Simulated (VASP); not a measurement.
# K (Fd-3m) in VASP: single point with PBEsol

Aim: the single point of K with PBEsol.

All numbers are computed with VASP 6.6.1; they aren't measurements. Logs are shortened: lines on timing, memory, paths and dates and some standing lists are left out, and cuts for length are marked.

## (1) The cell of the first run

The structure is cubic, space group Fd-3m (No. 227). The conventional cell has a = 9.416 Å, b = 9.416 Å, c = 9.416 Å, α = 90.00°, β = 90.00°, γ = 90.00°. Within 5.4 Å of K (site symmetry -43m) lie 4 K at 4.08 Å.

This isn't the form of K at room conditions, which is bcc.

## (2) Single point, PBEsol

Input file INCAR:

```
SYSTEM = K
PREC = Accurate ; ENCUT = 520
EDIFF = 1E-7 ; ISMEAR = 0
SIGMA = 0.1 ; LREAL = .False.
LASPH = .True. ; NELM = 100
ALGO = Fast ; ISIF = 2
LWAVE = .False. ; LCHARG = .False.
GGA = PS ; NBANDS = 16
```

Input file KPOINTS:

```
Automatic mesh
0
Gamma
  12 12 12
  0 0 0
```

Input file POSCAR:

```
K
1.0
    0.0000000000      4.7078656860      4.7078656860
    4.7078656860      0.0000000000      4.7078656860
    4.7078656860      4.7078656860      0.0000000000
K
2
Direct
    0.5000000000      0.5000000000      0.5000000000
    0.7500000000      0.7500000000      0.7500000000
```

Potentials or basis: VASP PAW PBE potentials, release 64 (K_sv).

Command:

```bash
cat potpaw_PBE.64/K_sv/POTCAR > POTCAR
mpirun -np 1 vasp_std > vasp.out
```

OUTCAR:

```text
SYSTEM = K
   PREC = Accurate
   ENCUT = 520
   EDIFF = 1E-7
   ISMEAR = 0
   LREAL = .False.
   LASPH = .True.
   NELM = 100
   ISIF = 2
   GGA = PS

 ion  position               nearest neighbor table
   1  0.500  0.500  0.500-
   2  0.750  0.750  0.750-

  LATTYP: Found a face centered cubic cell.
 ALAT       =     9.4157313720

  Lattice vectors:

 A1 = (   0.0000000000,   4.7078656860,   4.7078656860)
 A2 = (   4.7078656860,   0.0000000000,   4.7078656860)
 A3 = (   4.7078656860,   4.7078656860,   0.0000000000)

Analysis of symmetry for initial positions (statically):
=====================================================================
 Subroutine PRICEL returns:
 Original cell was already a primitive cell.

 Routine SETGRP: Setting up the symmetry group for a
 face centered cubic supercell.

 Subroutine GETGRP returns: Found 48 space group operations
 (whereof 24 operations were pure point group operations)
 out of a pool of 48 trial point group operations.

The static configuration has the point symmetry T_d .
 The point group associated with its full space group is O_h .

Analysis of symmetry for dynamics (positions and initial velocities):
=====================================================================
 Subroutine PRICEL returns:
 Original cell was already a primitive cell.

 Routine SETGRP: Setting up the symmetry group for a
 face centered cubic supercell.

 Subroutine GETGRP returns: Found 48 space group operations
 (whereof 24 operations were pure point group operations)
 out of a pool of 48 trial point group operations.

The dynamic configuration has the point symmetry T_d .
 The point group associated with its full space group is O_h .

 Subroutine INISYM returns: Found 48 space group operations
 (whereof 24 operations are pure point group operations),
 and found     1 'primitive' translations

----------------------------------------------------------------------------------------

                                     Primitive cell

  volume of cell :     208.6903

  direct lattice vectors                    reciprocal lattice vectors
     0.000000000  4.707865686  4.707865686    -0.106205239  0.106205239  0.106205239
     4.707865686  0.000000000  4.707865686     0.106205239 -0.106205239  0.106205239
     4.707865686  4.707865686  0.000000000     0.106205239  0.106205239 -0.106205239

  length of vectors
     6.657927503  6.657927503  6.657927503     0.183952870  0.183952870  0.183952870

  position of ions in fractional coordinates (direct lattice)
     0.500000000  0.500000000  0.500000000
     0.750000000  0.750000000  0.750000000

  ion indices of the primitive-cell ions
   primitive index   ion index
                 1           1
                 2           2

----------------------------------------------------------------------------------------

 KPOINTS: Automatic mesh

Automatic generation of k-mesh.
 Grid dimensions read from file:
 generate k-points for:   12   12   12

 Generating k-lattice:

  Cartesian coordinates                     Fractional coordinates (reciprocal lattice)
    -0.008850437  0.008850437  0.008850437     0.083333333  0.000000000  0.000000000
     0.008850437 -0.008850437  0.008850437     0.000000000  0.083333333  0.000000000
     0.008850437  0.008850437 -0.008850437     0.000000000  0.000000000  0.083333333

  Length of vectors
     0.015329406  0.015329406  0.015329406

  Shift w.r.t. Gamma in fractional coordinates (k-lattice)
     0.000000000  0.000000000  0.000000000

 Subroutine IBZKPT returns following result:
 ===========================================

 Found     72 irreducible k-points:

 Following reciprocal coordinates:
            Coordinates               Weight
  0.000000  0.000000  0.000000      1.000000
  0.083333  0.000000  0.000000      8.000000
  0.166667  0.000000  0.000000      8.000000
  0.250000  0.000000  0.000000      8.000000
  0.333333  0.000000  0.000000      8.000000
  0.416667  0.000000  0.000000      8.000000
[... 16 lines left out ...]
  0.500000  0.166667  0.000000     24.000000
 -0.416667  0.166667  0.000000     24.000000
 [... further k-points ...]
   k-points           NKPTS =     72   k-points in BZ     NKDIM =     72   number of bands    NBANDS=     16
   number of dos      NEDOS =    301   number of ions     NIONS =      2
   total plane-waves  NPLWV = 125000
   dimension x,y,z NGX =    50 NGY =   50 NGZ =   50
   dimension x,y,z NGXF=   100 NGYF=  100 NGZF=  100
   ions per type =               2
   NGX,Y,Z   is equivalent  to a cutoff of  12.48, 12.48, 12.48 a.u.
   NGXF,Y,Z  is equivalent  to a cutoff of  24.97, 24.97, 24.97 a.u.
 SYSTEM =  K
   PREC   = accura    normal or accurate (medium, high low for compatibility)
   ISTART =      0    job   : 0-new  1-cont  2-samecut
   ICHARG =      2    charge: 1-file 2-atom 10-const
   ISPIN  =      1    spin polarized calculation?
   LNONCOLLINEAR =      F non collinear calculations
   LSORBIT =      F    spin-orbit coupling
   LASPH  =      T    aspherical Exc in radial PAW
   ENCUT  =  520.0 eV  38.22 Ry    6.18 a.u.  12.38 12.38 12.38*2*pi/ulx,y,z
   NELM   =    100;   NELMIN=  2; NELMDL= -5     # of ELM steps
   EDIFF  = 0.1E-06   stopping-criterion for ELM
   LREAL  =      F    real-space projection
   EDIFFG = 0.1E-05   stopping-criterion for IOM
   NSW    =      0    number of steps for IOM
   IBRION =     -1    ionic relax: 0-MD 1-quasi-New 2-CG
   NFREE  =      0    steps in history (QN), initial steepest desc. (CG)
   ISIF   =      2    stress and relaxation
   ISYM   =      2    0-nonsym 1-usesym 2-fastsym
   POTIM  = 0.5000    time-step for ionic-motion
   TEBEG  =    0.0;   TEEND  =   0.0 temperature during run
   PSTRESS=    0.0 pullay stress
   NELECT =      18.0000    total number of electrons
   NUPDOWN=      -1.0000    fix difference up-down
   EMIN   =  10.00;   EMAX   =-10.00  energy-range for DOS
   EFERMI =   0.00;   METHOD = LEGACY
   ISMEAR =     0;   SIGMA  =   0.10  broadening in eV -4-tet -1-fermi 0-gaus
   EFERMI_NEDOS =   21; number of points for ismear=-14 and -15
   IALGO  =     68    algorithm
   IMIX   =      4    mixing-type and parameters
     AMIX     =   0.40;   BMIX     =  1.00
     AMIX_MAG =   1.60;   BMIX_MAG =  1.00
  volume/ion in A,a.u.               =     104.35       704.16
  Fermi-wavevector in a.u.,A,eV,Ry     =   0.723322  1.366880  7.118494  0.523195
  Thomas-Fermi vector in A             =   1.813509
   LORBIT       =      0    0 simple, 1 ext, 2 COOP (PROOUT), +10 PAW based schemes
   GGA     = PS    functional components
   LHFCALC =     F    Hartree Fock is set to
   AEXX    =    0.0000 exact exchange contribution
   IVDW    =     0    specifies the selected vdW correction
   LEPSILON=     F    determine dielectric tensor
   LRPA    =     F    only Hartree local field effects (RPA)
 non-spin polarized calculation
 RMM-DIIS sequential band-by-band and
 Gauss-broadening in eV      SIGMA  =   0.10
  energy-cutoff  :      520.00
  volume of cell :      208.69
 maximum number of plane-waves:      5672
 NGX is ok and might be reduce to    50
   NGX = 25   NGY = 25   NGZ = 25

 number of electron      18.0000003 magnetization

 Free energy of the ion-electron system (eV)
  ---------------------------------------------------
  ext. energy  EPLUGINS =         0.00000000
  ---------------------------------------------------
  free energy    TOTEN  =        -1.64112223 eV

  energy without entropy =       -1.63319733  energy(sigma->0) =       -1.63715978

 E-fermi :  -0.7394     XC(G=0):  -4.8392

 val. band max:       -0.7563848627   @ k =  -0.3333   0.4167   0.1667
 cond. band min:      -0.7361781003   @ k =  -0.4167   0.1667   0.0000
 fundamental gap:      0.0202067624
 Fermi energy:        -0.7393581183

 k-point     1 :       0.0000    0.0000    0.0000
  band No.  band energies     occupation
      1     -33.2287      2.00000
      2     -33.2118      2.00000
      3     -16.7969      2.00000
      4     -16.7969      2.00000
      5     -16.7969      2.00000
      6     -16.7253      2.00000
[... 8 lines left out ...]
     15       1.9802      0.00000
     16       2.0128      0.00000

 k-point     2 :       0.0833    0.0000    0.0000
  band No.  band energies     occupation
      1     -33.2285      2.00000
      2     -33.2120      2.00000
      3     -16.7974      2.00000
      4     -16.7974      2.00000
      5     -16.7967      2.00000
      6     -16.7256      2.00000
[... 8 lines left out ...]
     15       2.0242      0.00000
     16       2.0336      0.00000

 k-point     3 :       0.1667    0.0000    0.0000
  band No.  band energies     occupation
      1     -33.2278      2.00000
      2     -33.2126      2.00000
      3     -16.7989      2.00000
      4     -16.7989      2.00000
      5     -16.7963      2.00000
      6     -16.7263      2.00000
[... 8 lines left out ...]
     15       1.9604      0.00000
     16       2.1628      0.00000

 k-point     4 :       0.2500    0.0000    0.0000
  band No.  band energies     occupation
      1     -33.2269      2.00000
      2     -33.2136      2.00000
      3     -16.8008      2.00000
      4     -16.8008      2.00000
      5     -16.7957      2.00000
      6     -16.7273      2.00000
[... 8 lines left out ...]
     15       1.8966      0.00000
     16       2.3250      0.00000

 k-point     5 :       0.3333    0.0000    0.0000
  band No.  band energies     occupation
      1     -33.2258      2.00000
      2     -33.2147      2.00000
      3     -16.8026      2.00000
      4     -16.8026      2.00000
      5     -16.7952      2.00000
      6     -16.7283      2.00000
[... 8 lines left out ...]
     15       1.8403      0.00000
     16       2.4955      0.00000

 k-point     6 :       0.4167    0.0000    0.0000
  band No.  band energies     occupation
      1     -33.2249      2.00000
      2     -33.2156      2.00000
      3     -16.8038      2.00000
      4     -16.8038      2.00000
      5     -16.7947      2.00000
      6     -16.7290      2.00000
[... 8 lines left out ...]
     15       1.8020      0.00000
     16       2.6393      0.00000

 k-point     7 :       0.5000    0.0000    0.0000
  band No.  band energies     occupation
      1     -33.2245      2.00000
      2     -33.2160      2.00000
      3     -16.8043      2.00000
      4     -16.8043      2.00000
      5     -16.7946      2.00000
      6     -16.7293      2.00000
[... 8 lines left out ...]
     15       1.7882      0.00000
     16       2.7277      0.00000

 k-point     8 :       0.0833    0.0833    0.0000
  band No.  band energies     occupation
      1     -33.2284      2.00000
      2     -33.2121      2.00000
      3     -16.7981      2.00000
      4     -16.7981      2.00000
      5     -16.7957      2.00000
      6     -16.7266      2.00000
[... 8 lines left out ...]
     15       2.0505      0.00000
     16       2.1186      0.00000

 k-point     9 :       0.1667    0.0833    0.0000
  band No.  band energies     occupation
      1     -33.2279      2.00000
      2     -33.2126      2.00000
      3     -16.7996      2.00000
      4     -16.7994      2.00000
      5     -16.7946      2.00000
      6     -16.7279      2.00000
[... 8 lines left out ...]
     15       2.0664      0.00000
     16       2.2115      0.00000
[... 172 lines left out ...]
 k-point    19 :       0.1667    0.1667    0.0000
  band No.  band energies     occupation
      1     -33.2275      2.00000
      2     -33.2129      2.00000
      3     -16.8011      2.00000
      4     -16.8011      2.00000
      5     -16.7923      2.00000
      6     -16.7304      2.00000
[... 8 lines left out ...]
     15       2.1627      0.00000
     16       2.3413      0.00000

 k-point    20 :       0.2500    0.1667    0.0000
  band No.  band energies     occupation
      1     -33.2268      2.00000
      2     -33.2137      2.00000
      3     -16.8031      2.00000
      4     -16.8030      2.00000
      5     -16.7901      2.00000
      6     -16.7328      2.00000
[... 8 lines left out ...]
     15       2.2047      0.00000
     16       2.4298      0.00000

 k-point    21 :       0.3333    0.1667    0.0000
  band No.  band energies     occupation
      1     -33.2258      2.00000
      2     -33.2147      2.00000
      3     -16.8054      2.00000
      4     -16.8048      2.00000
      5     -16.7880      2.00000
      6     -16.7351      2.00000
[... 8 lines left out ...]
     15       2.1822      0.00000
     16       2.4801      0.00000

 k-point    22 :       0.4167    0.1667    0.0000
  band No.  band energies     occupation
      1     -33.2247      2.00000
      2     -33.2158      2.00000
      3     -16.8075      2.00000
      4     -16.8059      2.00000
      5     -16.7863      2.00000
      6     -16.7370      2.00000
[... 8 lines left out ...]
     15       2.1253      0.00000
     16       2.5646      0.00000

 k-point    23 :       0.5000    0.1667    0.0000
  band No.  band energies     occupation
      1     -33.2239      2.00000
      2     -33.2166      2.00000
      3     -16.8091      2.00000
      4     -16.8063      2.00000
      5     -16.7853      2.00000
      6     -16.7381      2.00000
[... 8 lines left out ...]
     15       2.2254      0.00000
     16       2.7708      0.00000

 k-point    24 :      -0.4167    0.1667    0.0000
  band No.  band energies     occupation
      1     -33.2238      2.00000
      2     -33.2167      2.00000
      3     -16.8097      2.00000
      4     -16.8057      2.00000
      5     -16.7856      2.00000
      6     -16.7379      2.00000
[... 8 lines left out ...]
     15       2.2639      0.00000
     16       2.6776      0.00000

 [... further k-points ...]

------------------------ aborting loop because EDIFF is reached ----------------------------------------

  FORCE on cell =-STRESS in cart. coord.  units (eV):
  Direction    XX          YY          ZZ          XY          YZ          ZX
  --------------------------------------------------------------------------------------
  -------------------------------------------------------------------------------------
  Total        0.0029361      0.0029361      0.0029361      0.0000000     -0.0000000      0.0000000
  in kB        0.0225412      0.0225412      0.0225412      0.0000000     -0.0000000      0.0000000
  external PRESSURE =       0.0225412 kB  Pullay stress =       0.0000000 kB

 VOLUME and BASIS-vectors are now :
 -----------------------------------------------------------------------------
  energy-cutoff  :      520.00
  volume of cell :      208.69
      direct lattice vectors                 reciprocal lattice vectors
     0.000000000  4.707865686  4.707865686    -0.106205239  0.106205239  0.106205239
     4.707865686  0.000000000  4.707865686     0.106205239 -0.106205239  0.106205239
     4.707865686  4.707865686  0.000000000     0.106205239  0.106205239 -0.106205239

 POSITION                                       TOTAL-FORCE (eV/Angst)
 -----------------------------------------------------------------------------------
      4.70787      4.70787      4.70787        -0.000000     -0.000000     -0.000000
      7.06180      7.06180      7.06180         0.000000      0.000000      0.000000
 -----------------------------------------------------------------------------------
    total drift:                               -0.000000     -0.000000     -0.000000

  FREE ENERGIE OF THE ION-ELECTRON SYSTEM (eV)
  ---------------------------------------------------
  free  energy   TOTEN  =        -1.6411222318 eV

  energy  without entropy=       -1.6331973329  energy(sigma->0) =       -1.63715978
```

Run time: 11 min. Hardware: 1 thread of Oxide Virtual Turin-like, shared host; peak memory 0.42 GiB.

Results:

- Free energy: -1.6411 eV
- Pressure: 0.0 GPa
- Band gap on the k mesh: zero (bands 9 and 10 overlap by 0.41 eV)

Caveat: the PAW data sets were made with another functional, which shifts forces and pressure a little.

The gap in the log of VASP goes by the Fermi energy; the results here count the filled bands.